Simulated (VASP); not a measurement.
# C (P4/mmm) in VASP: notebook

C is run at these levels: PBE; tasks: single point, relaxation of cell and atoms.

All numbers are computed with VASP 6.6.1; they aren't measurements. Logs are shortened: lines on timing, memory, paths and dates and some standing lists are left out, and cuts for length are marked.

## Step 1: The cell of the first run

Symmetry: P4/mmm, No. 123, tetragonal system. The conventional cell has a = 1.802 Å, b = 1.802 Å, c = 1.850 Å, α = 90.00°, β = 90.00°, γ = 90.00°. Within 2.4 Å of C (site symmetry 4/mmm) lie 6 C at 1.80 to 1.85 Å.

The cell was built from a structure type or drawn by symmetry, and may not be a known phase.

## Step 2: Single point, PBE

File INCAR:

```
  PREC = Accurate
  ENCUT = 600
  EDIFF = 1E-6
  ISMEAR = 0
  SIGMA = 0.1
  LREAL = F
  LASPH = T
  NELM = 120
  ALGO = Normal
  ISIF = 2
  LWAVE = F
  LCHARG = T
  GGA = PE
  LELF = T
  LVHAR = T
  NBANDS = 8
  GGA_COMPAT = F
```

File KPOINTS:

```
Automatic mesh
0
Gamma
  10 10 10
```

File POSCAR:

```
C
1.0
    1.8019917600      0.0000000000      0.0000000000
    0.0000000000      1.8019917600      0.0000000000
    0.0000000000      0.0000000000      1.8497099500
C
1
Direct
    0.5000000000      0.5000000000      0.0000000000
```

Potentials or basis: VASP PAW PBE potentials, release 64 (C).

On the command line:

```bash
$ cat potpaw_PBE.64/C/POTCAR > POTCAR
$ mpirun -np 1 vasp_std > vasp.out
```

OUTCAR:

```text
PREC = Accurate
   ENCUT = 600
   EDIFF = 1E-6
   ISMEAR = 0
   LREAL = F
   LASPH = T
   NELM = 120
   ISIF = 2
   GGA = PE

 ion  position               nearest neighbor table
   1  0.500  0.500  0.000-

  LATTYP: Found a simple tetragonal cell.
 ALAT       =     1.8019917600
 C/A-ratio  =     1.0264808037

  Lattice vectors:

 A1 = (   1.8019917600,   0.0000000000,   0.0000000000)
 A2 = (   0.0000000000,   1.8019917600,   0.0000000000)
 A3 = (   0.0000000000,   0.0000000000,   1.8497099500)

Analysis of symmetry for initial positions (statically):
=====================================================================
 Subroutine PRICEL returns:
 Original cell was already a primitive cell.

 Routine SETGRP: Setting up the symmetry group for a
 simple tetragonal supercell.

 Subroutine GETGRP returns: Found 16 space group operations
 (whereof 16 operations were pure point group operations)
 out of a pool of 16 trial point group operations.

The static configuration has the point symmetry D_4h.

Analysis of symmetry for dynamics (positions and initial velocities):
=====================================================================
 Subroutine PRICEL returns:
 Original cell was already a primitive cell.

 Routine SETGRP: Setting up the symmetry group for a
 simple tetragonal supercell.

 Subroutine GETGRP returns: Found 16 space group operations
 (whereof 16 operations were pure point group operations)
 out of a pool of 16 trial point group operations.

The dynamic configuration has the point symmetry D_4h.

 Subroutine INISYM returns: Found 16 space group operations
 (whereof 16 operations are pure point group operations),
 and found     1 'primitive' translations

----------------------------------------------------------------------------------------

                                     Primitive cell

  volume of cell :       6.0063

  direct lattice vectors                    reciprocal lattice vectors
     1.801991760  0.000000000  0.000000000     0.554941494  0.000000000  0.000000000
     0.000000000  1.801991760  0.000000000     0.000000000  0.554941494  0.000000000
     0.000000000  0.000000000  1.849709950     0.000000000  0.000000000  0.540625302

  length of vectors
     1.801991760  1.801991760  1.849709950     0.554941494  0.554941494  0.540625302

  position of ions in fractional coordinates (direct lattice)
     0.500000000  0.500000000  0.000000000

  ion indices of the primitive-cell ions
   primitive index   ion index
                 1           1

----------------------------------------------------------------------------------------

 KPOINTS: Automatic mesh

Automatic generation of k-mesh.
 Grid dimensions read from file:
 generate k-points for:   10   10   10

 Generating k-lattice:

  Cartesian coordinates                     Fractional coordinates (reciprocal lattice)
     0.055494149  0.000000000  0.000000000     0.100000000  0.000000000  0.000000000
     0.000000000  0.055494149  0.000000000     0.000000000  0.100000000  0.000000000
     0.000000000  0.000000000  0.054062530     0.000000000  0.000000000  0.100000000

  Length of vectors
     0.055494149  0.055494149  0.054062530

  Shift w.r.t. Gamma in fractional coordinates (k-lattice)
     0.000000000  0.000000000  0.000000000

 Subroutine IBZKPT returns following result:
 ===========================================

 Found    126 irreducible k-points:

 Following reciprocal coordinates:
            Coordinates               Weight
  0.000000  0.000000  0.000000      1.000000
  0.100000  0.000000  0.000000      4.000000
  0.200000  0.000000  0.000000      4.000000
  0.300000  0.000000  0.000000      4.000000
  0.400000  0.000000  0.000000      4.000000
  0.500000  0.000000  0.000000      2.000000
[... 16 lines left out ...]
  0.100000  0.000000  0.100000      8.000000
  0.200000  0.000000  0.100000      8.000000
 [... further k-points ...]
   k-points           NKPTS =    126   k-points in BZ     NKDIM =    126   number of bands    NBANDS=      8
   number of dos      NEDOS =    301   number of ions     NIONS =      1
   total plane-waves  NPLWV =   3136
   dimension x,y,z NGX =    14 NGY =   14 NGZ =   16
   dimension x,y,z NGXF=    28 NGYF=   28 NGZF=   32
   ions per type =               1
   NGX,Y,Z   is equivalent  to a cutoff of  12.92, 12.92, 14.38 a.u.
   NGXF,Y,Z  is equivalent  to a cutoff of  25.83, 25.83, 28.76 a.u.
 SYSTEM =  unknown system
   PREC   = accura    normal or accurate (medium, high low for compatibility)
   ISTART =      0    job   : 0-new  1-cont  2-samecut
   ICHARG =      2    charge: 1-file 2-atom 10-const
   ISPIN  =      1    spin polarized calculation?
   LNONCOLLINEAR =      F non collinear calculations
   LSORBIT =      F    spin-orbit coupling
   LASPH  =      T    aspherical Exc in radial PAW
   ENCUT  =  600.0 eV  44.10 Ry    6.64 a.u.   3.60  3.60  3.69*2*pi/ulx,y,z
   NELM   =    120;   NELMIN=  2; NELMDL= -5     # of ELM steps
   EDIFF  = 0.1E-05   stopping-criterion for ELM
   LREAL  =      F    real-space projection
   EDIFFG = 0.1E-04   stopping-criterion for IOM
   NSW    =      0    number of steps for IOM
   IBRION =     -1    ionic relax: 0-MD 1-quasi-New 2-CG
   NFREE  =      0    steps in history (QN), initial steepest desc. (CG)
   ISIF   =      2    stress and relaxation
   ISYM   =      2    0-nonsym 1-usesym 2-fastsym
   POTIM  = 0.5000    time-step for ionic-motion
   TEBEG  =    0.0;   TEEND  =   0.0 temperature during run
   PSTRESS=    0.0 pullay stress
   NELECT =       4.0000    total number of electrons
   NUPDOWN=      -1.0000    fix difference up-down
   EMIN   =  10.00;   EMAX   =-10.00  energy-range for DOS
   EFERMI =   0.00;   METHOD = LEGACY
   ISMEAR =     0;   SIGMA  =   0.10  broadening in eV -4-tet -1-fermi 0-gaus
   EFERMI_NEDOS =   21; number of points for ismear=-14 and -15
   IALGO  =     38    algorithm
   IMIX   =      4    mixing-type and parameters
     AMIX     =   0.40;   BMIX     =  1.00
     AMIX_MAG =   1.60;   BMIX_MAG =  1.00
  volume/ion in A,a.u.               =       6.01        40.53
  Fermi-wavevector in a.u.,A,eV,Ry     =   1.429635  2.701618 27.808341  2.043855
  Thomas-Fermi vector in A             =   2.549567
   LORBIT       =      0    0 simple, 1 ext, 2 COOP (PROOUT), +10 PAW based schemes
   GGA     = PE    functional components
   LHFCALC =     F    Hartree Fock is set to
   AEXX    =    0.0000 exact exchange contribution
   IVDW    =     0    specifies the selected vdW correction
   LEPSILON=     F    determine dielectric tensor
   LRPA    =     F    only Hartree local field effects (RPA)
 non-spin polarized calculation
 Gauss-broadening in eV      SIGMA  =   0.10
  energy-cutoff  :      600.00
  volume of cell :        6.01
 maximum number of plane-waves:       208
   NGX =  7   NGY =  7   NGZ =  7

 number of electron       4.0000000 magnetization

 Free energy of the ion-electron system (eV)
  ---------------------------------------------------
  ext. energy  EPLUGINS =         0.00000000
  ---------------------------------------------------
  free energy    TOTEN  =        -6.46596674 eV

  energy without entropy =       -6.46449288  energy(sigma->0) =       -6.46522981

 E-fermi :   9.5708     XC(G=0): -13.4574

 val. band max:        9.4994159143   @ k =   0.5000   0.4000   0.1000
 cond. band min:       9.6353062847   @ k =   0.4000   0.3000   0.5000
 fundamental gap:      0.1358903703
 Fermi energy:         9.5708490860

 k-point     1 :       0.0000    0.0000    0.0000
  band No.  band energies     occupation
      1     -11.3103      2.00000
      2      17.5394      0.00000
      3      18.9424      0.00000
      4      18.9424      0.00000
      5      33.7004      0.00000
      6      35.0973      0.00000
      7      39.2521      0.00000
      8      62.3812      0.00000

 k-point     2 :       0.1000    0.0000    0.0000
  band No.  band energies     occupation
      1     -10.9301      2.00000
      2      16.5106      0.00000
      3      17.7944      0.00000
      4      19.1877      0.00000
      5      34.2876      0.00000
      6      37.2350      0.00000
      7      39.5619      0.00000
      8      60.1731      0.00000

 k-point     3 :       0.2000    0.0000    0.0000
  band No.  band energies     occupation
      1      -9.7921      2.00000
      2      11.7255      0.00000
      3      18.5054      0.00000
      4      19.8699      0.00000
      5      35.5232      0.00000
      6      38.6104      0.00000
      7      43.1011      0.00000
      8      55.4732      0.00000

 k-point     4 :       0.3000    0.0000    0.0000
  band No.  band energies     occupation
      1      -7.9038      2.00000
      2       6.7225      2.00000
      3      19.4913      0.00000
      4      20.8100      0.00000
      5      37.1715      0.00000
      6      38.8627      0.00000
      7      47.0652      0.00000
      8      50.8908      0.00000

 k-point     5 :       0.4000    0.0000    0.0000
  band No.  band energies     occupation
      1      -5.2835      2.00000
      2       2.1202      2.00000
      3      20.4052      0.00000
      4      21.6740      0.00000
      5      37.8352      0.00000
      6      40.4137      0.00000
      7      47.6562      0.00000
      8      48.9899      0.00000
[... 177 lines left out ...]
 k-point    22 :       0.0000    0.0000    0.1000
  band No.  band energies     occupation
      1     -10.9489      2.00000
      2      15.2515      0.00000
      3      19.1619      0.00000
      4      19.1619      0.00000
      5      35.4951      0.00000
      6      36.3236      0.00000
      7      39.1811      0.00000
      8      61.2588      0.00000

 k-point    23 :       0.1000    0.0000    0.1000
  band No.  band energies     occupation
      1     -10.5698      2.00000
      2      15.2733      0.00000
      3      17.0859      0.00000
      4      19.4050      0.00000
      5      36.4753      0.00000
      6      37.7954      0.00000
      7      39.4787      0.00000
      8      58.2665      0.00000

 k-point    24 :       0.2000    0.0000    0.1000
  band No.  band energies     occupation
      1      -9.4345      2.00000
      2      11.8500      0.00000
      3      16.6295      0.00000
      4      20.0803      0.00000
      5      37.2861      0.00000
      6      38.4175      0.00000
      7      43.3829      0.00000
      8      53.8883      0.00000

 [... further k-points ...]

------------------------ aborting loop because EDIFF is reached ----------------------------------------

  FORCE on cell =-STRESS in cart. coord.  units (eV):
  Direction    XX          YY          ZZ          XY          YZ          ZX
  --------------------------------------------------------------------------------------
  -------------------------------------------------------------------------------------
  Total       -0.8599917     -0.8599917     -0.3346977      0.0000000      0.0000000      0.0000000
  in kB     -229.4011620   -229.4011620    -89.2799804      0.0000000      0.0000000      0.0000000
  external PRESSURE =    -182.6941014 kB  Pullay stress =       0.0000000 kB

 VOLUME and BASIS-vectors are now :
 -----------------------------------------------------------------------------
  energy-cutoff  :      600.00
  volume of cell :        6.01
      direct lattice vectors                 reciprocal lattice vectors
     1.801991760  0.000000000  0.000000000     0.554941494  0.000000000  0.000000000
     0.000000000  1.801991760  0.000000000     0.000000000  0.554941494  0.000000000
     0.000000000  0.000000000  1.849709950     0.000000000  0.000000000  0.540625302

 POSITION                                       TOTAL-FORCE (eV/Angst)
 -----------------------------------------------------------------------------------
      0.90100      0.90100      0.00000         0.000000      0.000000      0.000000
 -----------------------------------------------------------------------------------
    total drift:                                0.000000      0.000000      0.000000

  FREE ENERGIE OF THE ION-ELECTRON SYSTEM (eV)
  ---------------------------------------------------
  free  energy   TOTEN  =        -6.4659667432 eV

  energy  without entropy=       -6.4644928834  energy(sigma->0) =       -6.46522981
```

Run time: 6.3 s. Hardware: 1 thread of Intel Xeon 8259CL, shared host; peak memory 0.11 GiB.

Results:

```
Free energy            : -6.4660 eV
Pressure               : -18.3 GPa
Band gap on the k mesh : zero (bands 2 and 3 overlap by 11.29 eV)
```

Levels at points of the mesh, in eV from the Fermi level:
```tsv
k point	band 1	band 2	band 3	band 4	band 5
(0.00, 0.00, 0.00)	-20.88	7.97	9.37	9.37	24.13
(0.50, 0.00, 0.00)	-11.87	-11.11	11.22	12.46	28.29
(0.50, 0.50, 0.00)	-5.26	-5.26	-2.46	8.79	13.85
(0.00, 0.00, 0.50)	-12.65	-11.17	12.09	12.09	28.79
(0.50, 0.00, 0.50)	-5.80	-5.19	-3.32	8.43	14.64
(0.50, 0.50, 0.50)	-0.96	-0.96	-0.29	7.16	17.11
```

Caveat: the cell stands under tension.

## Step 3: Single point, PBE

This run uses another cell than the first one, of 5.65 Å³/atom.

File INCAR:

```
SYSTEM = C
PREC = Accurate
ENCUT = 600
EDIFF = 1E-6
ISMEAR = 0
SIGMA = 0.1
LREAL = .False.
LASPH = .True.
NELM = 120
ALGO = Normal
ISIF = 2
LWAVE = .False.
LCHARG = .True.
GGA = PE
LELF = .True.
LVHAR = .True.
NBANDS = 8
GGA_COMPAT = .False.
```

File KPOINTS:

```
regular mesh
0
Gamma
  10 10 10
  0 0 0
```

File POSCAR:

```
C
1.0
    1.7431855643      0.0000000000      0.0000000000
    0.0000000000      1.7431855643      0.0000000000
    0.0000000000      0.0000000000      1.8582339952
C
1
Direct
    0.5000000000      0.5000000000      0.0000000000
```

Potentials or basis: VASP PAW PBE potentials, release 64 (C).

On the command line:

```bash
$ cat potpaw_PBE.64/C/POTCAR > POTCAR
$ mpirun -np 1 vasp_std > vasp.out
```

Wall time 6.1 s (1 thread of Intel Xeon 8259CL, shared host); peak memory 0.11 GiB.

Results (log left out):

```
Free energy            : -6.5023 eV
Pressure               : -0.4 GPa
Band gap on the k mesh : zero (bands 2 and 3 overlap by 10.82 eV)
```

Stress tensor (GPa, compression positive):
```
-0.48  0.00  0.00
 0.00 -0.48  0.00
 0.00  0.00 -0.34
```

Levels at points of the mesh, in eV from the Fermi level:
| k point | band 1 | band 2 | band 3 | band 4 | band 5 | band 6 |
| --- | --- | --- | --- | --- | --- | --- |
| (0.00, 0.00, 0.00) | -21.75 | 7.07 | 10.65 | 10.65 | 23.19 | 27.11 |
| (0.50, 0.00, 0.00) | -11.80 | -11.74 | 10.95 | 14.11 | 28.85 | 32.54 |
| (0.50, 0.50, 0.00) | -5.37 | -5.37 | -1.16 | 9.05 | 14.08 | 39.85 |
| (0.00, 0.00, 0.50) | -13.73 | -11.93 | 13.18 | 13.18 | 30.38 | 33.64 |
| (0.50, 0.00, 0.50) | -6.73 | -5.17 | -3.35 | 8.17 | 16.08 | 42.19 |
| (0.50, 0.50, 0.50) | -1.31 | -1.31 | 0.40 | 8.53 | 17.05 | 17.99 |

Caveat: the k points lie up to 0.36 Å⁻¹ apart, too coarse for converged energies and pressures of a metal.

(Part 1 of 4 ends here.)
